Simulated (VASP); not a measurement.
# Na (I4/mmm) in VASP: notebook

Na is run at these levels: PBEsol; tasks: single point.

Program: VASP 6.6.1. These are calculated values, not measurements. Logs are shortened: lines on timing, memory, paths and dates and some standing lists are left out, and cuts for length are marked.

### 1 The cell of the first run

Symmetry: I4/mmm, No. 139, tetragonal system. Conventional cell: a = 4.129 Å, b = 4.129 Å, c = 4.447 Å, α = 90.00°, β = 90.00°, γ = 90.00°. Within 4.8 Å of Na (site symmetry 4/mmm) lie 14 Na at 3.67 to 4.45 Å.

### 2 Single point, PBEsol (strain -0.025 along x and y, +0.050 along z)

Contents of INCAR:

```
SYSTEM = Na
PREC = Accurate
ENCUT = 520
EDIFF = 1E-6
ISMEAR = 0
SIGMA = 0.15
LREAL = .False.
LASPH = .True.
NELM = 60
ALGO = Normal
ISIF = 2
LWAVE = .False.
LCHARG = .False.
GGA = PS
NBANDS = 10
```

Contents of KPOINTS:

```
regular mesh
0
Gamma
  16 16 16
  0 0 0
```

Contents of POSCAR:

```
Na
1.0
   -2.0645625000      2.0645625000      2.2233750000
    2.0645625000     -2.0645625000      2.2233750000
    2.0645625000      2.0645625000     -2.2233750000
Na
1
Direct
    0.0000000000      0.0000000000      0.0000000000
```

Potentials or basis: VASP PAW PBE potentials, release 64 (Na_pv).

Command:

```sh
$ cat potpaw_PBE.64/Na_pv/POTCAR > POTCAR
$ mpirun -np 1 vasp_std > vasp.out
```

OUTCAR:

```text
SYSTEM = Na
   PREC = Accurate
   ENCUT = 520
   EDIFF = 1E-6
   ISMEAR = 0
   LREAL = .False.
   LASPH = .True.
   NELM = 60
   ISIF = 2
   GGA = PS

 ion  position               nearest neighbor table
   1  0.000  0.000  0.000-

  LATTYP: Found a body centered tetragonal cell.
 ALAT       =     4.1291250000
 C/A-ratio  =     1.0769230769

  Lattice vectors:

 A1 = (  -2.0645625000,   2.0645625000,   2.2233750000)
 A2 = (   2.0645625000,  -2.0645625000,   2.2233750000)
 A3 = (   2.0645625000,   2.0645625000,  -2.2233750000)

Analysis of symmetry for initial positions (statically):
=====================================================================
 Subroutine PRICEL returns:
 Original cell was already a primitive cell.

 Routine SETGRP: Setting up the symmetry group for a
 body centered tetragonal supercell.

 Subroutine GETGRP returns: Found 16 space group operations
 (whereof 16 operations were pure point group operations)
 out of a pool of 16 trial point group operations.

The static configuration has the point symmetry D_4h.

Analysis of symmetry for dynamics (positions and initial velocities):
=====================================================================
 Subroutine PRICEL returns:
 Original cell was already a primitive cell.

 Routine SETGRP: Setting up the symmetry group for a
 body centered tetragonal supercell.

 Subroutine GETGRP returns: Found 16 space group operations
 (whereof 16 operations were pure point group operations)
 out of a pool of 16 trial point group operations.

The dynamic configuration has the point symmetry D_4h.

 Subroutine INISYM returns: Found 16 space group operations
 (whereof 16 operations are pure point group operations),
 and found     1 'primitive' translations

----------------------------------------------------------------------------------------

                                     Primitive cell

  volume of cell :      37.9078

  direct lattice vectors                    reciprocal lattice vectors
    -2.064562500  2.064562500  2.223375000     0.000000000  0.242182060  0.224883342
     2.064562500 -2.064562500  2.223375000     0.242182060  0.000000000  0.224883342
     2.064562500  2.064562500 -2.223375000     0.242182060  0.242182060  0.000000000

  length of vectors
     3.669909130  3.669909130  3.669909130     0.330491555  0.330491555  0.342497154

  position of ions in fractional coordinates (direct lattice)
     0.000000000  0.000000000  0.000000000

  ion indices of the primitive-cell ions
   primitive index   ion index
                 1           1

----------------------------------------------------------------------------------------

 KPOINTS: regular mesh

Automatic generation of k-mesh.
 Grid dimensions read from file:
 generate k-points for:   16   16   16

 Generating k-lattice:

  Cartesian coordinates                     Fractional coordinates (reciprocal lattice)
     0.000000000  0.015136379  0.014055209     0.062500000  0.000000000  0.000000000
     0.015136379  0.000000000  0.014055209     0.000000000  0.062500000  0.000000000
     0.015136379  0.015136379  0.000000000     0.000000000  0.000000000  0.062500000

  Length of vectors
     0.020655722  0.020655722  0.021406072

  Shift w.r.t. Gamma in fractional coordinates (k-lattice)
     0.000000000  0.000000000  0.000000000

 Subroutine IBZKPT returns following result:
 ===========================================

 Found    349 irreducible k-points:

 Following reciprocal coordinates:
            Coordinates               Weight
  0.000000  0.000000  0.000000      1.000000
  0.062500  0.000000  0.000000      8.000000
  0.125000  0.000000  0.000000      8.000000
  0.187500  0.000000  0.000000      8.000000
  0.250000  0.000000  0.000000      8.000000
  0.312500  0.000000  0.000000      8.000000
[... 16 lines left out ...]
 -0.125000  0.062500  0.000000     16.000000
 -0.062500  0.062500  0.000000      4.000000
 [... further k-points ...]
   k-points           NKPTS =    349   k-points in BZ     NKDIM =    349   number of bands    NBANDS=     10
   number of dos      NEDOS =    301   number of ions     NIONS =      1
   total plane-waves  NPLWV =  21952
   dimension x,y,z NGX =    28 NGY =   28 NGZ =   28
   dimension x,y,z NGXF=    56 NGYF=   56 NGZF=   56
   ions per type =               1
   NGX,Y,Z   is equivalent  to a cutoff of  12.68, 12.68, 12.68 a.u.
   NGXF,Y,Z  is equivalent  to a cutoff of  25.37, 25.37, 25.37 a.u.
 SYSTEM =  Na
   PREC   = accura    normal or accurate (medium, high low for compatibility)
   ISTART =      0    job   : 0-new  1-cont  2-samecut
   ICHARG =      2    charge: 1-file 2-atom 10-const
   ISPIN  =      1    spin polarized calculation?
   LNONCOLLINEAR =      F non collinear calculations
   LSORBIT =      F    spin-orbit coupling
   LASPH  =      T    aspherical Exc in radial PAW
   ENCUT  =  520.0 eV  38.22 Ry    6.18 a.u.   6.82  6.82  6.82*2*pi/ulx,y,z
   NELM   =     60;   NELMIN=  2; NELMDL= -5     # of ELM steps
   EDIFF  = 0.1E-05   stopping-criterion for ELM
   LREAL  =      F    real-space projection
   EDIFFG = 0.1E-04   stopping-criterion for IOM
   NSW    =      0    number of steps for IOM
   IBRION =     -1    ionic relax: 0-MD 1-quasi-New 2-CG
   NFREE  =      0    steps in history (QN), initial steepest desc. (CG)
   ISIF   =      2    stress and relaxation
   ISYM   =      2    0-nonsym 1-usesym 2-fastsym
   POTIM  = 0.5000    time-step for ionic-motion
   TEBEG  =    0.0;   TEEND  =   0.0 temperature during run
   PSTRESS=    0.0 pullay stress
   NELECT =       7.0000    total number of electrons
   NUPDOWN=      -1.0000    fix difference up-down
   EMIN   =  10.00;   EMAX   =-10.00  energy-range for DOS
   EFERMI =   0.00;   METHOD = LEGACY
   ISMEAR =     0;   SIGMA  =   0.15  broadening in eV -4-tet -1-fermi 0-gaus
   EFERMI_NEDOS =   21; number of points for ismear=-14 and -15
   IALGO  =     38    algorithm
   IMIX   =      4    mixing-type and parameters
     AMIX     =   0.40;   BMIX     =  1.00
     AMIX_MAG =   1.60;   BMIX_MAG =  1.00
  volume/ion in A,a.u.               =      37.91       255.81
  Fermi-wavevector in a.u.,A,eV,Ry     =   0.932248  1.761692 11.824626  0.869085
  Thomas-Fermi vector in A             =   2.058825
   LORBIT       =      0    0 simple, 1 ext, 2 COOP (PROOUT), +10 PAW based schemes
   GGA     = PS    functional components
   LHFCALC =     F    Hartree Fock is set to
   AEXX    =    0.0000 exact exchange contribution
   IVDW    =     0    specifies the selected vdW correction
   LEPSILON=     F    determine dielectric tensor
   LRPA    =     F    only Hartree local field effects (RPA)
 non-spin polarized calculation
 Gauss-broadening in eV      SIGMA  =   0.15
  energy-cutoff  :      520.00
  volume of cell :       37.91
 maximum number of plane-waves:      1040
   NGX = 13   NGY = 13   NGZ = 13

 number of electron       7.0000006 magnetization

 Free energy of the ion-electron system (eV)
  ---------------------------------------------------
  ext. energy  EPLUGINS =         0.00000000
  ---------------------------------------------------
  free energy    TOTEN  =        -1.40051576 eV

  energy without entropy =       -1.39521997  energy(sigma->0) =       -1.39786786

 E-fermi :   0.2380     XC(G=0):  -6.4426

 val. band max:        0.2160231453   @ k =  -0.2500   0.4375   0.1250
 cond. band min:       0.2392496400   @ k =  -0.3125   0.4375   0.1250
 fundamental gap:      0.0232264947
 Fermi energy:         0.2379702362

 k-point     1 :       0.0000    0.0000    0.0000
  band No.  band energies     occupation
      1     -24.5604      2.00000
      2     -24.5604      2.00000
      3     -24.5603      2.00000
      4      -2.9876      2.00000
      5      11.5140      0.00000
      6      11.5140      0.00000
      7      12.3232      0.00000
      8      12.5917      0.00000
      9      12.9343      0.00000
     10      13.1895      0.00000

 k-point     2 :       0.0625    0.0000    0.0000
  band No.  band energies     occupation
      1     -24.5617      2.00000
      2     -24.5608      2.00000
      3     -24.5603      2.00000
      4      -2.9212      2.00000
      5      10.5751      0.00000
      6      11.1988      0.00000
      7      11.9122      0.00000
      8      12.1936      0.00000
      9      12.5989      0.00000
     10      13.2891      0.00000

 k-point     3 :       0.1250    0.0000    0.0000
  band No.  band energies     occupation
      1     -24.5653      2.00000
      2     -24.5620      2.00000
      3     -24.5603      2.00000
      4      -2.7228      2.00000
      5       9.0035      0.00000
      6      10.6273      0.00000
      7      11.5143      0.00000
      8      11.5504      0.00000
      9      12.1524      0.00000
     10      13.4164      0.00000

 k-point     4 :       0.1875    0.0000    0.0000
  band No.  band energies     occupation
      1     -24.5708      2.00000
      2     -24.5636      2.00000
      3     -24.5603      2.00000
      4      -2.3937      2.00000
      5       7.4536      0.00000
      6      10.0678      0.00000
      7      10.9541      0.00000
      8      11.0027      0.00000
      9      11.8270      0.00000
     10      13.4682      0.00000

 k-point     5 :       0.2500    0.0000    0.0000
  band No.  band energies     occupation
      1     -24.5772      2.00000
      2     -24.5656      2.00000
      3     -24.5602      2.00000
      4      -1.9365      2.00000
      5       5.9872      0.00000
      6       9.5836      0.00000
      7      10.4586      0.00000
      8      10.5417      0.00000
      9      11.4766      0.00000
     10      13.6425      0.00000

 k-point     6 :       0.3125    0.0000    0.0000
  band No.  band energies     occupation
      1     -24.5836      2.00000
      2     -24.5676      2.00000
      3     -24.5602      2.00000
      4      -1.3544      2.00000
      5       4.6184      0.00000
      6       9.1952      0.00000
      7      10.0745      0.00000
      8      10.1763      0.00000
      9      11.1363      0.00000
     10      13.9687      0.00000
[... 183 lines left out ...]
 k-point    21 :      -0.2500    0.0625    0.0000
  band No.  band energies     occupation
      1     -24.5746      2.00000
      2     -24.5646      2.00000
      3     -24.5609      2.00000
      4      -2.1127      2.00000
      5       6.6922      0.00000
      6       9.2621      0.00000
      7      10.0822      0.00000
      8      11.4639      0.00000
      9      11.7975      0.00000
     10      13.1242      0.00000

 k-point    22 :      -0.1875    0.0625    0.0000
  band No.  band energies     occupation
      1     -24.5688      2.00000
      2     -24.5626      2.00000
      3     -24.5609      2.00000
      4      -2.5105      2.00000
      5       8.1909      0.00000
      6       9.8812      0.00000
      7      10.5240      0.00000
      8      11.6920      0.00000
      9      12.1255      0.00000
     10      13.3084      0.00000

 k-point    23 :      -0.1250    0.0625    0.0000
  band No.  band energies     occupation
      1     -24.5642      2.00000
      2     -24.5612      2.00000
      3     -24.5608      2.00000
      4      -2.7791      2.00000
      5       9.7410      0.00000
      6      10.5968      0.00000
      7      10.9851      0.00000
      8      11.6885      0.00000
      9      12.6048      0.00000
     10      13.3624      0.00000

 k-point    24 :      -0.0625    0.0625    0.0000
  band No.  band energies     occupation
      1     -24.5617      2.00000
      2     -24.5608      2.00000
      3     -24.5605      2.00000
      4      -2.9163      2.00000
      5      10.9826      0.00000
      6      11.1777      0.00000
      7      11.5140      0.00000
      8      11.7310      0.00000
      9      12.6758      0.00000
     10      13.6254      0.00000

 [... further k-points ...]

------------------------ aborting loop because EDIFF is reached ----------------------------------------

  FORCE on cell =-STRESS in cart. coord.  units (eV):
  Direction    XX          YY          ZZ          XY          YZ          ZX
  --------------------------------------------------------------------------------------
  -------------------------------------------------------------------------------------
  Total       -0.0765925     -0.0765925     -0.0845395      0.0000000      0.0000000      0.0000000
  in kB       -3.2371891     -3.2371891     -3.5730678      0.0000000      0.0000000      0.0000000
  external PRESSURE =      -3.3491487 kB  Pullay stress =       0.0000000 kB

 VOLUME and BASIS-vectors are now :
 -----------------------------------------------------------------------------
  energy-cutoff  :      520.00
  volume of cell :       37.91
      direct lattice vectors                 reciprocal lattice vectors
    -2.064562500  2.064562500  2.223375000     0.000000000  0.242182060  0.224883342
     2.064562500 -2.064562500  2.223375000     0.242182060  0.000000000  0.224883342
     2.064562500  2.064562500 -2.223375000     0.242182060  0.242182060  0.000000000

 POSITION                                       TOTAL-FORCE (eV/Angst)
 -----------------------------------------------------------------------------------
      0.00000      0.00000      0.00000        -0.000000      0.000000      0.000000
 -----------------------------------------------------------------------------------
    total drift:                               -0.000000     -0.000000     -0.000000

  FREE ENERGIE OF THE ION-ELECTRON SYSTEM (eV)
  ---------------------------------------------------
  free  energy   TOTEN  =        -1.4005157626 eV

  energy  without entropy=       -1.3952199658  energy(sigma->0) =       -1.39786786
```

Wall time 1.8 min (1 thread of Intel Xeon 8259CL, shared host); peak memory 0.23 GiB.

Results:

```
Free energy            : -1.4005 eV
Pressure               : -0.3 GPa
Band gap on the k mesh : zero (an odd number of electrons rules out a gap without spin polarisation)
```

Caveat: the cell differs from its parent crystal (strain -0.025 along x and y, +0.050 along z); the PAW data sets were made with another functional, which shifts forces and pressure a little.

### 3 Single point, PBEsol (strain +0.025 along x and y, -0.050 along z)

Contents of INCAR:

```
PREC = Accurate
ENCUT = 520
EDIFF = 1E-6
ISMEAR = 0
SIGMA = 0.15
LREAL = False
LASPH = True
NELM = 80
ALGO = Normal
ISIF = 2
LWAVE = False
LCHARG = True
GGA = PS
LELF = True
LVHAR = True
NBANDS = 10
```

Contents of KPOINTS:

```
regular mesh
0
Gamma
  16 16 16
```

Contents of POSCAR:

```
Na
1.0
   -2.1704375000      2.1704375000      2.0116250000
    2.1704375000     -2.1704375000      2.0116250000
    2.1704375000      2.1704375000     -2.0116250000
Na
1
Direct
    0.0000000000      0.0000000000      0.0000000000
```

Potentials or basis: VASP PAW PBE potentials, release 64 (Na_pv).

Command:

```sh
$ cat potpaw_PBE.64/Na_pv/POTCAR > POTCAR
$ mpirun -np 1 vasp_std > vasp.out
```

Run time: 1.8 min. Hardware: 1 thread of Intel Xeon 8259CL, shared host; peak memory 0.23 GiB.

The run converged. Its results:

- Free energy: -1.3998 eV
- Pressure: -0.3 GPa
- Band gap on the k mesh: zero (an odd number of electrons rules out a gap without spin polarisation)

Stress tensor (GPa, compression positive):
```
-0.39  0.00  0.00
 0.00 -0.39  0.00
 0.00  0.00 -0.20
```

Levels at points of the mesh, in eV from the Fermi level:
```csv
k point,band 1,band 2,band 3,band 4,band 5,band 6,band 7,band 8,band 9
"(0.00, 0.00, 0.00)",-24.80,-24.80,-24.80,-3.23,10.85,12.03,12.03,12.03,12.44
"(0.50, 0.00, 0.00)",-24.83,-24.81,-24.80,0.85,1.33,7.82,8.71,8.83,10.07
"(0.50, 0.50, 0.00)",-24.83,-24.81,-24.80,0.57,0.98,8.80,9.70,9.83,10.56
"(0.50, 0.50, 0.50)",-24.83,-24.83,-24.82,4.17,4.40,4.40,4.69,5.72,7.73
```

Caveat: the cell differs from its parent crystal (strain +0.025 along x and y, -0.050 along z); the PAW data sets were made with another functional, which shifts forces and pressure a little.

The gap in the log of VASP goes by the Fermi energy; the results here count the filled bands.